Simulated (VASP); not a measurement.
# SiNi2 (Fm-3m) in VASP: notebook

The runs below take SiNi2 through single point, relaxation of cell and atoms, with PBE.

Program: VASP 6.6.1. These are calculated values, not measurements. Logs are shortened: lines on timing, memory, paths and dates and some standing lists are left out, and cuts for length are marked.

**1. The cell of the first run**

Symmetry: Fm-3m, No. 225, cubic system. The conventional cell has a = 5.309 Å, b = 5.309 Å, c = 5.309 Å, α = 90.00°, β = 90.00°, γ = 90.00°. Within 3.0 Å of Si (site symmetry m-3m) lie 8 Ni at 2.30 Å. Within 3.0 Å of Ni (site symmetry -43m) lie 4 Si at 2.30 Å and 6 Ni at 2.65 Å.

The cell was built from a structure type or drawn by symmetry, and may not be a known phase.

**2. Single point, PBE, collinear spin, ferromagnetic start**

Input file INCAR:

```
PREC = Accurate
ENCUT = 600
EDIFF = 1E-6
ISMEAR = 0
SIGMA = 0.1
LREAL = F
LASPH = T
NELM = 200
ALGO = Normal
ISIF = 2
LWAVE = F
LCHARG = T
ISPIN = 2
MAGMOM = 0 2 2
LORBIT = 11
LMAXMIX = 4
GGA = PE
LELF = T
LVHAR = T
NBANDS = 23
GGA_COMPAT = F
```

Input file KPOINTS:

```
regular mesh
0
Gamma
  6 6 6
```

Input file POSCAR:

```
SiNi2
1.0
    0.0000000000      2.6542741200      2.6542741200
    2.6542741200      0.0000000000      2.6542741200
    2.6542741200      2.6542741200      0.0000000000
Si Ni
1 2
Direct
    0.5000000000      0.5000000000      0.5000000000
    0.7500000000      0.7500000000      0.7500000000
    0.2500000000      0.2500000000      0.2500000000
```

Potentials or basis: VASP PAW PBE potentials, release 64 (Si, Ni).

Started as:

```console
cat potpaw_PBE.64/Si/POTCAR potpaw_PBE.64/Ni/POTCAR > POTCAR
mpirun -np 1 vasp_std > vasp.out
```

OUTCAR:

```text
PREC = Accurate
   ENCUT = 600
   EDIFF = 1E-6
   ISMEAR = 0
   LREAL = F
   LASPH = T
   NELM = 200
   ISIF = 2
   ISPIN = 2
   LORBIT = 11
   GGA = PE

 ion  position               nearest neighbor table
   1  0.500  0.500  0.500-   3 2.30   3 2.30   3 2.30   2 2.30   3 2.30   2 2.30   2 2.30   2 2.30

   2  0.750  0.750  0.750-   1 2.30   1 2.30   1 2.30   1 2.30   3 2.65   3 2.65   3 2.65   3 2.65
                             3 2.65   3 2.65
   3  0.250  0.250  0.250-   1 2.30   1 2.30   1 2.30   1 2.30   2 2.65   2 2.65   2 2.65   2 2.65
                             2 2.65   2 2.65

  LATTYP: Found a face centered cubic cell.
 ALAT       =     5.3085482400

  Lattice vectors:

 A1 = (   0.0000000000,   2.6542741200,   2.6542741200)
 A2 = (   2.6542741200,   0.0000000000,   2.6542741200)
 A3 = (   2.6542741200,   2.6542741200,   0.0000000000)

Analysis of symmetry for initial positions (statically):
=====================================================================
 Subroutine PRICEL returns:
 Original cell was already a primitive cell.

 Routine SETGRP: Setting up the symmetry group for a
 face centered cubic supercell.

 Subroutine GETGRP returns: Found 48 space group operations
 (whereof 48 operations were pure point group operations)
 out of a pool of 48 trial point group operations.

The static configuration has the point symmetry O_h .

Analysis of symmetry for dynamics (positions and initial velocities):
=====================================================================
 Subroutine PRICEL returns:
 Original cell was already a primitive cell.

 Routine SETGRP: Setting up the symmetry group for a
 face centered cubic supercell.

 Subroutine GETGRP returns: Found 48 space group operations
 (whereof 48 operations were pure point group operations)
 out of a pool of 48 trial point group operations.

The dynamic configuration has the point symmetry O_h .

Analysis of structural, dynamic, and magnetic symmetry:
=====================================================================
 Subroutine PRICEL returns:
 Original cell was already a primitive cell.

 Routine SETGRP: Setting up the symmetry group for a
 face centered cubic supercell.

 Subroutine GETGRP returns: Found 48 space group operations
 (whereof 48 operations were pure point group operations)
 out of a pool of 48 trial point group operations.

The overall configuration has the point symmetry O_h .

 Subroutine INISYM returns: Found 48 space group operations
 (whereof 48 operations are pure point group operations),
 and found     1 'primitive' translations

----------------------------------------------------------------------------------------

                                     Primitive cell

  volume of cell :      37.3996

  direct lattice vectors                    reciprocal lattice vectors
     0.000000000  2.654274120  2.654274120    -0.188375419  0.188375419  0.188375419
     2.654274120  0.000000000  2.654274120     0.188375419 -0.188375419  0.188375419
     2.654274120  2.654274120  0.000000000     0.188375419  0.188375419 -0.188375419

  length of vectors
     3.753710459  3.753710459  3.753710459     0.326275797  0.326275797  0.326275797

  position of ions in fractional coordinates (direct lattice)
     0.500000000  0.500000000  0.500000000
     0.750000000  0.750000000  0.750000000
     0.250000000  0.250000000  0.250000000

  ion indices of the primitive-cell ions
   primitive index   ion index
                 1           1
                 2           2
                 3           3

----------------------------------------------------------------------------------------

 KPOINTS: regular mesh

Automatic generation of k-mesh.
 Grid dimensions read from file:
 generate k-points for:    6    6    6

 Generating k-lattice:

  Cartesian coordinates                     Fractional coordinates (reciprocal lattice)
    -0.031395903  0.031395903  0.031395903     0.166666667  0.000000000  0.000000000
     0.031395903 -0.031395903  0.031395903     0.000000000  0.166666667  0.000000000
     0.031395903  0.031395903 -0.031395903     0.000000000  0.000000000  0.166666667

  Length of vectors
     0.054379299  0.054379299  0.054379299

  Shift w.r.t. Gamma in fractional coordinates (k-lattice)
     0.000000000  0.000000000  0.000000000

 Subroutine IBZKPT returns following result:
 ===========================================

 Found     16 irreducible k-points:

 Following reciprocal coordinates:
            Coordinates               Weight
  0.000000  0.000000  0.000000      1.000000
  0.166667  0.000000  0.000000      8.000000
  0.333333  0.000000  0.000000      8.000000
  0.500000  0.000000  0.000000      4.000000
  0.166667  0.166667  0.000000      6.000000
  0.333333  0.166667  0.000000     24.000000
[... 8 lines left out ...]
 -0.333333  0.333333  0.166667     24.000000
 -0.333333  0.500000  0.166667     12.000000
[... 22 lines left out ...]
   IBRION =     -1    ionic relax: 0-MD 1-quasi-New 2-CG
   NFREE  =      0    steps in history (QN), initial steepest desc. (CG)
   ISIF   =      2    stress and relaxation
   ISYM   =      2    0-nonsym 1-usesym 2-fastsym
   POTIM  = 0.5000    time-step for ionic-motion
   TEBEG  =    0.0;   TEEND  =   0.0 temperature during run
   PSTRESS=    0.0 pullay stress
   NELECT =      24.0000    total number of electrons
   NUPDOWN=      -1.0000    fix difference up-down
   EMIN   =  10.00;   EMAX   =-10.00  energy-range for DOS
   EFERMI =   0.00;   METHOD = LEGACY
   ISMEAR =     0;   SIGMA  =   0.10  broadening in eV -4-tet -1-fermi 0-gaus
   EFERMI_NEDOS =   21; number of points for ismear=-14 and -15
   IALGO  =     38    algorithm
   IMIX   =      4    mixing-type and parameters
     AMIX     =   0.40;   BMIX     =  1.00
     AMIX_MAG =   1.60;   BMIX_MAG =  1.00
  volume/ion in A,a.u.               =      12.47        84.13
  Fermi-wavevector in a.u.,A,eV,Ry     =   1.412070  2.668425 27.129213  1.993941
  Thomas-Fermi vector in A             =   2.533856
   LORBIT       =     11    0 simple, 1 ext, 2 COOP (PROOUT), +10 PAW based schemes
   GGA     = PE    functional components
   LHFCALC =     F    Hartree Fock is set to
   AEXX    =    0.0000 exact exchange contribution
   IVDW    =     0    specifies the selected vdW correction
   LEPSILON=     F    determine dielectric tensor
   LRPA    =     F    only Hartree local field effects (RPA)
 spin polarized calculation
 Gauss-broadening in eV      SIGMA  =   0.10
  energy-cutoff  :      600.00
  volume of cell :       37.40
 maximum number of plane-waves:      1272
 NGX is ok and might be reduce to    30
   NGX = 15   NGY = 15   NGZ = 15

 number of electron      24.0000020 magnetization       0.0017158

 number of electron      24.0000020 magnetization      -0.0001562

 Free energy of the ion-electron system (eV)
  ---------------------------------------------------
  ext. energy  EPLUGINS =         0.00000000
  ---------------------------------------------------
  free energy    TOTEN  =       -17.56148897 eV

  energy without entropy =      -17.55168431  energy(sigma->0) =      -17.55658664

 E-fermi :   8.9568     XC(G=0): -12.0571

 val. band max:        8.9452104187   @ k =  -0.3333   0.3333   0.0000
 cond. band min:       9.0797373711   @ k =   0.5000   0.3333   0.1667
 fundamental gap:      0.1345269524
 Fermi energy:         8.9567657536

 spin component 1

 k-point     1 :       0.0000    0.0000    0.0000
  band No.  band energies     occupation
      1      -2.5035      1.00000
      2       4.6477      1.00000
      3       4.6477      1.00000
      4       4.6477      1.00000
      5       5.4686      1.00000
      6       5.4686      1.00000
[... 389 lines left out ...]
      6       6.0680      1.00000
[... 15 lines left out ...]
     22      25.3041      0.00000
     23      26.2988      0.00000
 Fermi energy:         8.9567657536

 spin component 2

 k-point     1 :       0.0000    0.0000    0.0000
  band No.  band energies     occupation
      1      -2.5035      1.00000
      2       4.6477      1.00000
      3       4.6477      1.00000
      4       4.6477      1.00000
      5       5.4686      1.00000
      6       5.4686      1.00000
[... 405 lines left out ...]
     22      25.3041      0.00000
     23      26.2989      0.00000

------------------------ aborting loop because EDIFF is reached ----------------------------------------

  FORCE on cell =-STRESS in cart. coord.  units (eV):
  Direction    XX          YY          ZZ          XY          YZ          ZX
  --------------------------------------------------------------------------------------
  -------------------------------------------------------------------------------------
  Total        0.2740375      0.2740375      0.2740375      0.0000000      0.0000000      0.0000000
  in kB       11.7395996     11.7395996     11.7395996      0.0000000      0.0000000      0.0000000
  external PRESSURE =      11.7395996 kB  Pullay stress =       0.0000000 kB

 VOLUME and BASIS-vectors are now :
 -----------------------------------------------------------------------------
  energy-cutoff  :      600.00
  volume of cell :       37.40
      direct lattice vectors                 reciprocal lattice vectors
     0.000000000  2.654274120  2.654274120    -0.188375419  0.188375419  0.188375419
     2.654274120  0.000000000  2.654274120     0.188375419 -0.188375419  0.188375419
     2.654274120  2.654274120  0.000000000     0.188375419  0.188375419 -0.188375419

 POSITION                                       TOTAL-FORCE (eV/Angst)
 -----------------------------------------------------------------------------------
      2.65427      2.65427      2.65427        -0.000000      0.000000     -0.000000
      3.98141      3.98141      3.98141        -0.000000     -0.000000     -0.000000
      1.32714      1.32714      1.32714         0.000000      0.000000      0.000000
 -----------------------------------------------------------------------------------
    total drift:                                0.000000      0.000000      0.000000

  FREE ENERGIE OF THE ION-ELECTRON SYSTEM (eV)
  ---------------------------------------------------
  free  energy   TOTEN  =       -17.5614889708 eV

  energy  without entropy=      -17.5516843101  energy(sigma->0) =      -17.55658664

 total charge

# of ion       s       p       d       tot
------------------------------------------
    1        0.762   0.930   0.000   1.692
    2        0.487   0.524   8.429   9.440
    3        0.487   0.524   8.429   9.440
--------------------------------------------------
tot          1.736   1.979  16.858  20.572

 magnetization (x)

# of ion       s       p       d       tot
------------------------------------------
    1        0.000  -0.000   0.000  -0.000
    2       -0.000   0.000  -0.000   0.000
    3       -0.000   0.000  -0.000   0.000
--------------------------------------------------
tot         -0.000   0.000  -0.000  -0.000
```

Wall time 81 s (1 thread of Intel Xeon 8259CL, shared host); peak memory 0.2 GiB.

Results:

- Free energy: -17.5615 eV
- Pressure: 1.2 GPa
- Band gap on the k mesh: zero (filled and empty bands overlap)
- Net moment: 0.00 μB per cell
- Valence electrons inside the program's atomic spheres: Si 1.69; Ni 9.44

Levels at points of the mesh, in eV from the Fermi level:
Spin up:
```tsv
k point	band 10	band 11	band 12	band 13	band 14	band 15
(0.00, 0.00, 0.00)	-0.76	-0.76	4.53	4.53	4.53	4.99
(0.50, 0.00, 0.00)	-2.04	-2.04	-1.82	3.22	3.22	5.41
(0.50, 0.50, 0.00)	-1.28	-0.82	-0.82	-0.80	-0.08	3.83
```
Spin down:
| k point | band 10 | band 11 | band 12 | band 13 | band 14 | band 15 |
| --- | --- | --- | --- | --- | --- | --- |
| (0.00, 0.00, 0.00) | -0.76 | -0.76 | 4.53 | 4.53 | 4.53 | 4.99 |
| (0.50, 0.00, 0.00) | -2.04 | -2.04 | -1.82 | 3.22 | 3.22 | 5.41 |
| (0.50, 0.50, 0.00) | -1.28 | -0.82 | -0.82 | -0.80 | -0.08 | 3.83 |

**3. Single point, PBE, collinear spin, ferromagnetic start**

This run uses another cell than the first one, of 12.54 Å³/atom.

Input file INCAR:

```
SYSTEM = SiNi2
PREC = Accurate ; ENCUT = 600
EDIFF = 1E-6 ; ISMEAR = 0
SIGMA = 0.1 ; LREAL = .False.
LASPH = .True. ; NELM = 200
ALGO = Normal ; ISIF = 2
LWAVE = .False. ; LCHARG = .True.
ISPIN = 2 ; MAGMOM = 0 2 2
LORBIT = 11 ; LMAXMIX = 4
GGA = PE ; LELF = .True.
LVHAR = .True. ; NBANDS = 23
GGA_COMPAT = .False.
```

Input file KPOINTS:

```
Automatic mesh
0
Gamma
  6 6 6
  0 0 0
```

Input file POSCAR:

```
SiNi2
1.0
    0.0000000000      2.6598047307      2.6598047307
    2.6598047307      0.0000000000      2.6598047307
    2.6598047307      2.6598047307      0.0000000000
Si Ni
1 2
Direct
    0.5000000000      0.5000000000      0.5000000000
    0.7500000000      0.7500000000      0.7500000000
    0.2500000000      0.2500000000      0.2500000000
```

Potentials or basis: VASP PAW PBE potentials, release 64 (Si, Ni).

Started as:

```console
cat potpaw_PBE.64/Si/POTCAR potpaw_PBE.64/Ni/POTCAR > POTCAR
mpirun -np 1 vasp_std > vasp.out
```

It took 82 s on 1 thread of Intel Xeon 8259CL, shared host; peak memory 0.2 GiB.

The run converged. Its results:

- Free energy: -17.5625 eV
- Pressure: 0.1 GPa
- Band gap on the k mesh: zero (filled and empty bands overlap)
- Net moment: 0.00 μB per cell
- Valence electrons inside the program's atomic spheres: Si 1.69; Ni 9.43

Levels at points of the mesh, in eV from the Fermi level:
Spin up:
```
           k point  band 8  band 9  band 10  band 11  band 12  band 13  band 14  band 15  band 16  band 17
(0.00, 0.00, 0.00)   -1.40   -1.40    -0.76    -0.76     4.52     4.52     4.52     4.96     4.96     4.96
(0.50, 0.00, 0.00)   -2.13   -2.03    -2.02    -2.02    -1.80     3.19     3.19     5.36     5.97     5.97
(0.50, 0.50, 0.00)   -2.00   -2.00    -1.27    -0.81    -0.81    -0.79    -0.08     3.80     4.89    12.23
```
Spin down:
```
           k point  band 9  band 10  band 11  band 12  band 13  band 14  band 15  band 16
(0.00, 0.00, 0.00)   -1.40    -0.76    -0.76     4.52     4.52     4.52     4.96     4.96
(0.50, 0.00, 0.00)   -2.03    -2.02    -2.02    -1.80     3.19     3.19     5.36     5.97
(0.50, 0.50, 0.00)   -2.00    -1.27    -0.81    -0.81    -0.79    -0.08     3.80     4.89
```

**4. Relaxation of cell and atoms, PBE, collinear spin, ferromagnetic start**

Input file INCAR:

```
SYSTEM = SiNi2
PREC     = Accurate       ! precision mode
ENCUT    = 600            ! plane-wave cutoff, eV
EDIFF    = 1E-7           ! SCF threshold, eV
ISMEAR   = 0              ! smearing method
SIGMA    = 0.1            ! smearing width, eV
LREAL    = .False.        ! projectors in reciprocal space
LASPH    = .True.         ! aspherical terms in the spheres
NELM     = 200            ! most SCF steps
ALGO     = Normal         ! electronic algorithm
ISIF     = 3              ! what is computed and relaxed
LWAVE    = .False.        ! write WAVECAR
LCHARG   = .False.        ! write CHGCAR
ISPIN    = 2              ! spin polarisation
MAGMOM   = 0 2 2          ! initial moments
LORBIT   = 11             ! projections on sites
LMAXMIX  = 4              ! l up to which the mixer works
GGA      = PE             ! functional
IBRION   = 2              ! ionic algorithm
NSW      = 90             ! ionic steps
EDIFFG   = -0.04          ! ionic threshold
GGA_COMPAT= .False.      
NELMIN   = 4
```

Input file KPOINTS:

```
regular mesh
0
Gamma
  6 6 6
  0 0 0
```

Input file POSCAR:

```
SiNi2
1.0
    0.0000000000      2.6542741200      2.6542741200
    2.6542741200      0.0000000000      2.6542741200
    2.6542741200      2.6542741200      0.0000000000
Si Ni
1 2
Direct
    0.5000000000      0.5000000000      0.5000000000
    0.7500000000      0.7500000000      0.7500000000
    0.2500000000      0.2500000000      0.2500000000
```

Started as:

```console
cat potpaw_PBE.64/Si/POTCAR potpaw_PBE.64/Ni/POTCAR > POTCAR
mpirun -np 1 vasp_std > vasp.out
```

It took 3.1 min on 1 thread of Intel Xeon 8259CL, shared host; peak memory 0.2 GiB.

Results (log left out):

```yaml
Free_energy: -17.5625 eV
Relaxed_volume: 12.56 Å³/atom
Relaxed_cell: a = 3.763 Å, b = 3.763 Å, c = 3.763 Å, α = 60.00°, β = 60.00°, γ = 60.00°
Space_group_after_relaxing_to_0.1_Å: Fm-3m (No. 225)
Energy_gained_by_relaxing: 0.3 meV/atom
Ionic_steps: 3
Pressure_after_relaxing: 0.0 GPa
Band_gap_on_the_k_mesh: zero (filled and empty bands overlap)
Net_moment: 0.00 μB per cell
Valence_electrons_inside_the_program's_atomic_spheres: Si 1.69; Ni 9.43
```

The path:
| step | energy change (eV) | largest force (eV/Å) | pressure (GPa) | volume (Å³) |
| --- | --- | --- | --- | --- |
| 1 | 0.0000 | 0.0000 | 1.20 | 37.40 |
| 2 | -0.0002 | 0.0000 | -1.03 | 37.91 |
| 3 | -0.0010 | 0.0000 | 0.01 | 37.67 |

Final structure:
```
CELL_PARAMETERS angstrom
0.00000 2.66057 2.66057
2.66057 0.00000 2.66057
2.66057 2.66057 0.00000
ATOMIC_POSITIONS crystal
Si 0.50000 0.50000 0.50000
Ni 0.75000 0.75000 0.75000
Ni 0.25000 0.25000 0.25000
```

Levels at points of the mesh, in eV from the Fermi level:
Spin up:
```csv
k point,band 9,band 10,band 11,band 12,band 13,band 14,band 15,band 16
"(0.00, 0.00, 0.00)",-1.40,-0.76,-0.76,4.52,4.52,4.52,4.95,4.95
"(0.50, 0.00, 0.00)",-2.03,-2.02,-2.02,-1.80,3.19,3.19,5.35,5.97
"(0.50, 0.50, 0.00)",-2.00,-1.27,-0.81,-0.81,-0.79,-0.08,3.80,4.88
```
Spin down:
```tsv
k point	band 8	band 9	band 10	band 11	band 12	band 13	band 14	band 15	band 16	band 17
(0.00, 0.00, 0.00)	-1.40	-1.40	-0.76	-0.76	4.52	4.52	4.52	4.95	4.95	4.95
(0.50, 0.00, 0.00)	-2.13	-2.03	-2.02	-2.02	-1.80	3.19	3.19	5.35	5.97	5.97
(0.50, 0.50, 0.00)	-2.00	-2.00	-1.27	-0.81	-0.81	-0.79	-0.08	3.80	4.88	12.23
```

**5. Single point, PBE**

This run uses another cell than the first one, of 12.54 Å³/atom.

Input file INCAR:

```
PREC     = Accurate       # precision mode
ENCUT    = 600            # plane-wave cutoff, eV
EDIFF    = 1E-6           # SCF threshold, eV
ISMEAR   = 0              # smearing method
SIGMA    = 0.1            # smearing width, eV
LREAL    = False          # projectors in reciprocal space
LASPH    = True           # aspherical terms in the spheres
NELM     = 120            # most SCF steps
ALGO     = Normal         # electronic algorithm
ISIF     = 2              # what is computed and relaxed
LWAVE    = False          # write WAVECAR
LCHARG   = True           # write CHGCAR
GGA      = PE             # functional
LELF     = True           # ELF
LVHAR    = True         
NBANDS   = 19             # bands
GGA_COMPAT= False
```

Input file KPOINTS:

```
Automatic mesh
0
Gamma
  16 16 16
```

Input file POSCAR:

```
SiNi2
1.0
    0.0000000000      2.6592109857      2.6592109857
    2.6592109857      0.0000000000      2.6592109857
    2.6592109857      2.6592109857      0.0000000000
Si Ni
1 2
Direct
    0.5000000000      0.5000000000      0.5000000000
    0.7500000000      0.7500000000      0.7500000000
    0.2500000000      0.2500000000      0.2500000000
```

Started as:

```console
cat potpaw_PBE.64/Si/POTCAR potpaw_PBE.64/Ni/POTCAR > POTCAR
mpirun -np 1 vasp_std > vasp.out
```

Run time: 3.6 min. Hardware: 1 thread of Intel Xeon 8259CL, shared host; peak memory 0.26 GiB.

The run converged. Its results:

* Free energy: -17.5747 eV
* Pressure: 0.3 GPa
* Band gap on the k mesh: zero (bands 12 and 13 overlap by 5.32 eV)

Levels at points of the mesh, in eV from the Fermi level:
```tsv
k point	band 10	band 11	band 12	band 13	band 14	band 15
(0.00, 0.00, 0.00)	-0.77	-0.77	4.52	4.52	4.52	4.96
(0.50, 0.00, 0.00)	-2.03	-2.03	-1.81	3.19	3.19	5.36
(0.50, 0.50, 0.00)	-1.28	-0.82	-0.82	-0.80	-0.09	3.80
```
